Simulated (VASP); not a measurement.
# ZrIn2Te2 (P-6m2) in VASP: notebook

The runs below take ZrIn2Te2 through single point, relaxation of cell and atoms, with PBE.

Program: VASP 6.6.1. These are calculated values, not measurements. Logs are shortened: lines on timing, memory, paths and dates and some standing lists are left out, and cuts for length are marked.

### 1 The cell of the first run

The structure is hexagonal, space group P-6m2 (No. 187). The conventional cell has a = 5.044 Å, b = 5.044 Å, c = 11.733 Å, α = 90.00°, β = 90.00°, γ = 120.00°. Within 3.8 Å of Zr (site symmetry -6m2) lie 2 In at 2.90 Å. In (site symmetry 3m) has 1 Zr at 2.90 Å and 1 Te at 2.97 Å within 3.8 Å. Within 3.8 Å of Te (site symmetry -6m2) lie 3 Te at 2.91 Å and 2 In at 2.97 Å. Within 3.8 Å of Te (site symmetry -6m2) lie 3 Te at 2.91 Å.

### 2 Single point, PBE

File INCAR:

```
SYSTEM = ZrIn2Te2
PREC = Accurate ; ENCUT = 520
EDIFF = 1E-6 ; ISMEAR = 0
SIGMA = 0.2 ; LREAL = .False.
LASPH = .True. ; NELM = 60
ALGO = Normal ; ISIF = 2
LWAVE = .False. ; LCHARG = .False.
GGA = PE ; NBANDS = 33
```

File KPOINTS:

```
Automatic mesh
0
Gamma
  4 4 2
  0 0 0
```

File POSCAR:

```
ZrIn2Te2
1.0
    5.0444851568      0.0000000030      0.0000000000
   -2.5222425810      4.3686522933      0.0000000000
    0.0000000000      0.0000000000     11.7328996135
Zr In Te
1 2 2
Direct
    0.6666666667      0.3333333333      0.0000000000
    0.6666666667      0.3333333333      0.7529887225
    0.6666666667      0.3333333333      0.2470112775
    0.6666666667      0.3333333333      0.5000000000
    0.0000000000      0.0000000000      0.5000000000
```

Potentials or basis: VASP PAW PBE potentials, release 64 (Zr_sv, In_d, Te).

The run is started by

```
$ cat potpaw_PBE.64/Zr_sv/POTCAR potpaw_PBE.64/In_d/POTCAR potpaw_PBE.64/Te/POTCAR > POTCAR
$ mpirun -np 1 vasp_std > vasp.out
```

OUTCAR:

```text
SYSTEM = ZrIn2Te2
   PREC = Accurate
   ENCUT = 520
   EDIFF = 1E-6
   ISMEAR = 0
   LREAL = .False.
   LASPH = .True.
   NELM = 60
   ISIF = 2
   GGA = PE

 ion  position               nearest neighbor table
   1  0.667  0.333  0.000-   2 2.90   3 2.90
   2  0.667  0.333  0.753-   1 2.90   4 2.97
   3  0.667  0.333  0.247-   1 2.90   4 2.97
   4  0.667  0.333  0.500-   5 2.91   5 2.91   5 2.91   2 2.97   3 2.97
   5  0.000  0.000  0.500-   4 2.91   4 2.91   4 2.91

  LATTYP: Found a hexagonal cell.
 ALAT       =     5.0444851568
 C/A-ratio  =     2.3258864381

  Lattice vectors:

 A1 = (   5.0444851568,   0.0000000030,   0.0000000000)
 A2 = (  -2.5222425810,   4.3686522933,   0.0000000000)
 A3 = (   0.0000000000,   0.0000000000,  11.7328996135)

Analysis of symmetry for initial positions (statically):
=====================================================================
 Subroutine PRICEL returns:
 Original cell was already a primitive cell.

 Routine SETGRP: Setting up the symmetry group for a
 hexagonal supercell.

 Subroutine GETGRP returns: Found 12 space group operations
 (whereof 12 operations were pure point group operations)
 out of a pool of 24 trial point group operations.

The static configuration has the point symmetry D_3h.

Analysis of symmetry for dynamics (positions and initial velocities):
=====================================================================
 Subroutine PRICEL returns:
 Original cell was already a primitive cell.

 Routine SETGRP: Setting up the symmetry group for a
 hexagonal supercell.

 Subroutine GETGRP returns: Found 12 space group operations
 (whereof 12 operations were pure point group operations)
 out of a pool of 24 trial point group operations.

The dynamic configuration has the point symmetry D_3h.

 Subroutine INISYM returns: Found 12 space group operations
 (whereof 12 operations are pure point group operations),
 and found     1 'primitive' translations

----------------------------------------------------------------------------------------

                                     Primitive cell

  volume of cell :     258.5650

  direct lattice vectors                    reciprocal lattice vectors
     5.044485157  0.000000003  0.000000000     0.198236285  0.114451773  0.000000000
    -2.522242581  4.368652293  0.000000000    -0.000000000  0.228903546  0.000000000
     0.000000000  0.000000000 11.732899614     0.000000000  0.000000000  0.085230423

  length of vectors
     5.044485157  5.044485157 11.732899614     0.228903546  0.228903546  0.085230423

  position of ions in fractional coordinates (direct lattice)
     0.666666667  0.333333333  0.000000000
     0.666666667  0.333333333  0.752988722
     0.666666667  0.333333333  0.247011278
     0.666666667  0.333333333  0.500000000
     0.000000000  0.000000000  0.500000000

  ion indices of the primitive-cell ions
   primitive index   ion index
                 1           1
                 2           2
                 3           3
                 4           4
                 5           5

----------------------------------------------------------------------------------------

 KPOINTS: Automatic mesh

Automatic generation of k-mesh.
 Grid dimensions read from file:
 generate k-points for:    4    4    2

 Generating k-lattice:

  Cartesian coordinates                     Fractional coordinates (reciprocal lattice)
     0.049559071  0.028612943  0.000000000     0.250000000  0.000000000  0.000000000
    -0.000000000  0.057225886  0.000000000     0.000000000  0.250000000  0.000000000
     0.000000000  0.000000000  0.042615212     0.000000000  0.000000000  0.500000000

  Length of vectors
     0.057225886  0.057225886  0.042615212

  Shift w.r.t. Gamma in fractional coordinates (k-lattice)
     0.000000000  0.000000000  0.000000000

 Subroutine IBZKPT returns following result:
 ===========================================

 Found      8 irreducible k-points:

 Following reciprocal coordinates:
            Coordinates               Weight
  0.000000  0.000000  0.000000      1.000000
  0.250000  0.000000  0.000000      6.000000
  0.500000  0.000000  0.000000      3.000000
  0.250000  0.250000  0.000000      6.000000
  0.000000  0.000000  0.500000      1.000000
  0.250000  0.000000  0.500000      6.000000
  0.500000  0.000000  0.500000      3.000000
  0.250000  0.250000  0.500000      6.000000
   k-points           NKPTS =      8   k-points in BZ     NKDIM =      8   number of bands    NBANDS=     33
   number of dos      NEDOS =    301   number of ions     NIONS =      5
   total plane-waves  NPLWV = 144000
   dimension x,y,z NGX =    40 NGY =   40 NGZ =   90
   dimension x,y,z NGXF=    80 NGYF=   80 NGZF=  180
   ions per type =               1   2   2
   NGX,Y,Z   is equivalent  to a cutoff of  13.18, 13.18, 12.75 a.u.
   NGXF,Y,Z  is equivalent  to a cutoff of  26.36, 26.36, 25.50 a.u.
 SYSTEM =  ZrIn2Te2
   PREC   = accura    normal or accurate (medium, high low for compatibility)
   ISTART =      0    job   : 0-new  1-cont  2-samecut
   ICHARG =      2    charge: 1-file 2-atom 10-const
   ISPIN  =      1    spin polarized calculation?
   LNONCOLLINEAR =      F non collinear calculations
   LSORBIT =      F    spin-orbit coupling
   LASPH  =      T    aspherical Exc in radial PAW
   ENCUT  =  520.0 eV  38.22 Ry    6.18 a.u.   9.38  9.38 21.82*2*pi/ulx,y,z
   NELM   =     60;   NELMIN=  2; NELMDL= -5     # of ELM steps
   EDIFF  = 0.1E-05   stopping-criterion for ELM
   LREAL  =      F    real-space projection
   EDIFFG = 0.1E-04   stopping-criterion for IOM
   NSW    =      0    number of steps for IOM
   IBRION =     -1    ionic relax: 0-MD 1-quasi-New 2-CG
   NFREE  =      0    steps in history (QN), initial steepest desc. (CG)
   ISIF   =      2    stress and relaxation
   ISYM   =      2    0-nonsym 1-usesym 2-fastsym
   POTIM  = 0.5000    time-step for ionic-motion
   TEBEG  =    0.0;   TEEND  =   0.0 temperature during run
   PSTRESS=    0.0 pullay stress
   NELECT =      50.0000    total number of electrons
   NUPDOWN=      -1.0000    fix difference up-down
   EMIN   =  10.00;   EMAX   =-10.00  energy-range for DOS
   EFERMI =   0.00;   METHOD = LEGACY
   ISMEAR =     0;   SIGMA  =   0.20  broadening in eV -4-tet -1-fermi 0-gaus
   EFERMI_NEDOS =   21; number of points for ismear=-14 and -15
   IALGO  =     38    algorithm
   IMIX   =      4    mixing-type and parameters
     AMIX     =   0.40;   BMIX     =  1.00
     AMIX_MAG =   1.60;   BMIX_MAG =  1.00
  volume/ion in A,a.u.               =      51.71       348.98
  Fermi-wavevector in a.u.,A,eV,Ry     =   0.946691  1.788987 12.193867  0.896224
  Thomas-Fermi vector in A             =   2.074713
   LORBIT       =      0    0 simple, 1 ext, 2 COOP (PROOUT), +10 PAW based schemes
   GGA     = PE    functional components
   LHFCALC =     F    Hartree Fock is set to
   AEXX    =    0.0000 exact exchange contribution
   IVDW    =     0    specifies the selected vdW correction
   LEPSILON=     F    determine dielectric tensor
   LRPA    =     F    only Hartree local field effects (RPA)
 non-spin polarized calculation
 Gauss-broadening in eV      SIGMA  =   0.20
  energy-cutoff  :      520.00
  volume of cell :      258.56
 maximum number of plane-waves:      7004
 NGX is ok and might be reduce to    40
   NGX = 19   NGY = 19   NGZ = 43

 number of electron      50.0000005 magnetization

 Free energy of the ion-electron system (eV)
  ---------------------------------------------------
  ext. energy  EPLUGINS =         0.00000000
  ---------------------------------------------------
  free energy    TOTEN  =       -13.79261065 eV

  energy without entropy =      -13.50334121  energy(sigma->0) =      -13.64797593

 E-fermi :   2.3678     XC(G=0):  -7.2145

 val. band max:        2.3656189202   @ k =   0.2500   0.2500   0.0000
 cond. band min:       2.4170920594   @ k =   0.2500   0.0000   0.0000
 fundamental gap:      0.0514731392
 Fermi energy:         2.3678319267

 k-point     1 :       0.0000    0.0000    0.0000
  band No.  band energies     occupation
      1     -47.8029      2.00000
      2     -25.9215      2.00000
      3     -25.9215      2.00000
      4     -25.5164      2.00000
      5     -12.4103      2.00000
      6     -12.3279      2.00000
[... 25 lines left out ...]
     32       5.1353      0.00000
     33       5.4903      0.00000

 k-point     2 :       0.2500    0.0000    0.0000
  band No.  band energies     occupation
      1     -47.8029      2.00000
      2     -25.9229      2.00000
      3     -25.9219      2.00000
      4     -25.5162      2.00000
      5     -12.4009      2.00000
      6     -12.3269      2.00000
[... 25 lines left out ...]
     32       4.7802      0.00000
     33       4.8381      0.00000

 k-point     3 :       0.5000    0.0000    0.0000
  band No.  band energies     occupation
      1     -47.8028      2.00000
      2     -25.9244      2.00000
      3     -25.9223      2.00000
      4     -25.5161      2.00000
      5     -12.3927      2.00000
      6     -12.3264      2.00000
[... 25 lines left out ...]
     32       4.3836      0.00000
     33       4.8725      0.00000

 k-point     4 :       0.2500    0.2500    0.0000
  band No.  band energies     occupation
      1     -47.8028      2.00000
      2     -25.9238      2.00000
      3     -25.9228      2.00000
      4     -25.5161      2.00000
      5     -12.3927      2.00000
      6     -12.3257      2.00000
[... 25 lines left out ...]
     32       4.0878      0.00000
     33       5.0410      0.00000

 k-point     5 :       0.0000    0.0000    0.5000
  band No.  band energies     occupation
      1     -47.8029      2.00000
      2     -25.9215      2.00000
      3     -25.9215      2.00000
      4     -25.5164      2.00000
      5     -12.3814      2.00000
      6     -12.3581      2.00000
[... 25 lines left out ...]
     32       4.6727      0.00000
     33       4.6727      0.00000

 k-point     6 :       0.2500    0.0000    0.5000
  band No.  band energies     occupation
      1     -47.8029      2.00000
      2     -25.9229      2.00000
      3     -25.9219      2.00000
      4     -25.5162      2.00000
      5     -12.3716      2.00000
      6     -12.3570      2.00000
[... 25 lines left out ...]
     32       4.2969      0.00000
     33       4.3737      0.00000

 k-point     7 :       0.5000    0.0000    0.5000
  band No.  band energies     occupation
      1     -47.8028      2.00000
      2     -25.9244      2.00000
      3     -25.9223      2.00000
      4     -25.5161      2.00000
      5     -12.3631      2.00000
      6     -12.3560      2.00000
[... 25 lines left out ...]
     32       4.2222      0.00000
     33       4.6139      0.00000

 k-point     8 :       0.2500    0.2500    0.5000
  band No.  band energies     occupation
      1     -47.8028      2.00000
      2     -25.9238      2.00000
      3     -25.9228      2.00000
      4     -25.5161      2.00000
      5     -12.3631      2.00000
      6     -12.3559      2.00000
[... 25 lines left out ...]
     32       4.4206      0.00000
     33       4.5336      0.00000

------------------------ aborting loop because EDIFF is reached ----------------------------------------

  FORCE on cell =-STRESS in cart. coord.  units (eV):
  Direction    XX          YY          ZZ          XY          YZ          ZX
  --------------------------------------------------------------------------------------
  -------------------------------------------------------------------------------------
  Total       -0.1340221     -0.1340221      0.4917856      0.0000000     -0.0000000     -0.0000000
  in kB       -0.8304574     -0.8304574      3.0473103      0.0000000     -0.0000000     -0.0000000
  external PRESSURE =       0.4621319 kB  Pullay stress =       0.0000000 kB

 VOLUME and BASIS-vectors are now :
 -----------------------------------------------------------------------------
  energy-cutoff  :      520.00
  volume of cell :      258.56
      direct lattice vectors                 reciprocal lattice vectors
     5.044485157  0.000000003  0.000000000     0.198236285  0.114451773  0.000000000
    -2.522242581  4.368652293  0.000000000    -0.000000000  0.228903546  0.000000000
     0.000000000  0.000000000 11.732899614     0.000000000  0.000000000  0.085230423

 POSITION                                       TOTAL-FORCE (eV/Angst)
 -----------------------------------------------------------------------------------
      2.52224      1.45622      0.00000         0.000000     -0.000000      0.000000
      2.52224      1.45622      8.83474         0.000000     -0.000000      0.033118
      2.52224      1.45622      2.89816        -0.000000      0.000000     -0.033118
      2.52224      1.45622      5.86645        -0.000000     -0.000000      0.000000
      0.00000      0.00000      5.86645         0.000000     -0.000000      0.000000
 -----------------------------------------------------------------------------------
    total drift:                               -0.000002      0.000001      0.000000

  FREE ENERGIE OF THE ION-ELECTRON SYSTEM (eV)
  ---------------------------------------------------
  free  energy   TOTEN  =       -13.7926106489 eV

  energy  without entropy=      -13.5033412104  energy(sigma->0) =      -13.64797593
```

Run time: 2 min. Hardware: 1 thread of Intel Xeon Platinum 8259CL at 2.50GHz (Skylake/Cascade Lake), shared host; peak memory 0.4 GiB.

Results:

```yaml
Free_energy: -13.7926 eV
Pressure: 0.0 GPa
Largest_force: 0.033 eV/Å
Band_gap_on_the_k_mesh: zero (band 25 reaches 2.51 eV, above the bottom of band 26 at 2.24 eV)
```

Forces on the atoms (eV/Å):
```
Zr   0.000  0.000  0.000
In   0.000  0.000  0.033
In   0.000  0.000 -0.033
Te   0.000  0.000  0.000
Te   0.000  0.000  0.000
```

Caveat: spin-orbit coupling is left out, which moves the levels of the heavy elements.

### 3 Relaxation of cell and atoms, PBE

This run uses another cell than the first one, of 30.33 Å³/atom, 0.587 times its volume.

File INCAR:

```
  ALGO = Normal
  EDIFF = 1E-6
  EDIFFG = -0.08
  ENCUT = 600
  GGA = PE
  IBRION = 2
  ISIF = 3
  ISMEAR = 0
  LASPH = True
  LCHARG = False
  LREAL = False
  LWAVE = False
  NELM = 80
  NSW = 36
  PREC = Accurate
  SIGMA = 0.2
```

File KPOINTS:

```
k-points
0
Gamma
  4 4 2
```

File POSCAR:

```
ZrIn2Te2
1.0
    4.8368015900      0.0000000000      0.0000000000
   -2.4184008000      4.1887930500      0.0000000000
    0.0000000000      0.0000000000      7.4853642800
Zr In Te
1 2 2
Direct
    0.6666666700      0.3333333300      0.0000000000
    0.6666666700      0.3333333300      0.7413266500
    0.6666666700      0.3333333300      0.2586733500
    0.6666666700      0.3333333300      0.5000000000
    0.0000000000      0.0000000000      0.5000000000
```

Potentials or basis: VASP PAW PBE potentials, release 64 (Zr_sv, In_d, Te).

The run is started by

```
$ cat potpaw_PBE.64/Zr_sv/POTCAR potpaw_PBE.64/In_d/POTCAR potpaw_PBE.64/Te/POTCAR > POTCAR
$ mpirun -np 1 vasp_std > vasp.out
```

It took 27 min on 1 thread of Intel Xeon Platinum 8259CL at 2.50GHz (Skylake/Cascade Lake), shared host; peak memory 0.33 GiB.

It converged, with:

```yaml
Free_energy: -13.7461 eV
Relaxed_volume: 51.77 Å³/atom
Relaxed_cell: a = 5.042 Å, b = 5.042 Å, c = 11.760 Å, α = 90.00°, β = 90.00°, γ = 120.00°
Space_group_after_relaxing_to_0.05_Å: P-6m2 (No. 187)
Energy_gained_by_relaxing: 7982.7 meV/atom
Ionic_steps: 23
Pressure_after_relaxing: 0.0 GPa
Largest_force_after_relaxing: 0.019 eV/Å
Band_gap_on_the_k_mesh: zero (band 25 reaches 2.50 eV, above the bottom of band 26 at 2.23 eV)
```

Forces in eV/Å, atoms in the order of the input:
```
Zr   0.000  0.000  0.000
In   0.000  0.000 -0.019
In   0.000  0.000  0.019
Te   0.000  0.000  0.000
Te   0.000  0.000  0.000
```

Stress tensor (GPa, compression positive):
```
-0.10  0.00  0.00
 0.00 -0.10  0.00
 0.00  0.00  0.09
```

The path:
| step | energy change (eV) | largest force (eV/Å) | pressure (GPa) | volume (Å³) |
| --- | --- | --- | --- | --- |
| 1 | 0.0000 | 19.8122 | 104.89 | 151.66 |
| 2 | 71.6093 | 3.9860 | -34.11 | 669.22 |
| 3 | -29.7437 | 2.7814 | -11.05 | 393.35 |
| 4 | -35.0059 | 4.4434 | -2.06 | 342.06 |
| 5 | -35.2766 | 5.0371 | -0.38 | 332.51 |
| 6 | -35.3252 | 5.3176 | 0.29 | 328.65 |
| 7 | -36.1711 | 0.9273 | -4.70 | 333.83 |
| 8 | -36.2358 | 1.5413 | -3.70 | 332.64 |
| 9 | -37.1980 | 1.5877 | -2.09 | 311.68 |
| 10 | -38.5264 | 2.0184 | 2.26 | 253.28 |
| 11 | -38.7092 | 2.1910 | 4.37 | 227.91 |
| 12 | -37.4770 | 1.3006 | 14.45 | 181.36 |
| 13 | -38.4880 | 2.6986 | 5.61 | 221.31 |
| 14 | -39.2658 | 1.1376 | 3.88 | 221.22 |
| 15 | -39.5153 | 0.0801 | 3.37 | 221.06 |
| 16 | -39.7538 | 0.1162 | 1.68 | 234.38 |
| 17 | -39.8595 | 0.2878 | 0.33 | 249.69 |
| 18 | -39.8653 | 0.3233 | 0.06 | 253.89 |
| 19 | -39.8654 | 0.3332 | -0.01 | 255.03 |
| 20 | -39.8801 | 0.3284 | 0.06 | 254.66 |
| 21 | -39.8990 | 0.2817 | 0.33 | 253.45 |
| 22 | -39.9107 | 0.1393 | 0.13 | 256.32 |
| 23 | -39.9136 | 0.0188 | -0.04 | 258.87 |

Final structure:
```cif
data_structure
_symmetry_space_group_name_H-M 'P 1'
_symmetry_Int_Tables_number 1
_cell_length_a 5.0417
_cell_length_b 5.0417
_cell_length_c 11.7596
_cell_angle_alpha 90.000
_cell_angle_beta 90.000
_cell_angle_gamma 120.000
_cell_volume 258.87
loop_
_atom_site_label
_atom_site_type_symbol
_atom_site_fract_x
_atom_site_fract_y
_atom_site_fract_z
_atom_site_occupancy
Zr1 Zr 0.66667 0.33333 0.00000 1
In1 In 0.66667 0.33333 0.75372 1
In2 In 0.66667 0.33333 0.24628 1
Te1 Te 0.66667 0.33333 0.50000 1
Te2 Te 0.00000 0.00000 0.50000 1
```

Levels at points of the mesh, in eV from the Fermi level:
```
           k point  band 21  band 22  band 23  band 24  band 25  band 26  band 27  band 28  band 29  band 30
(0.00, 0.00, 0.00)    -2.80    -1.18    -0.39    -0.18    -0.18    -0.13     0.31     0.31     0.43     0.43
(0.50, 0.00, 0.00)    -2.32    -1.88    -0.39    -0.26    -0.21     0.05     0.13     0.93     1.23     1.33
(0.00, 0.00, 0.50)    -3.62    -0.91    -0.41    -0.20    -0.20     0.37     0.37     0.43     0.43     1.09
(0.50, 0.00, 0.50)    -3.04    -2.06    -0.62    -0.14     0.07     0.18     0.93     1.20     1.22     1.60
```

Caveat: the k points lie up to 0.36 Å⁻¹ apart in the final cell; the volume moved by over 15 % at a fixed basis, so the end points are rough; spin-orbit coupling is left out, which moves the levels of the heavy elements; the relaxation stopped at a loose force limit of 0.08 eV/Å, so its end isn't a converged minimum.
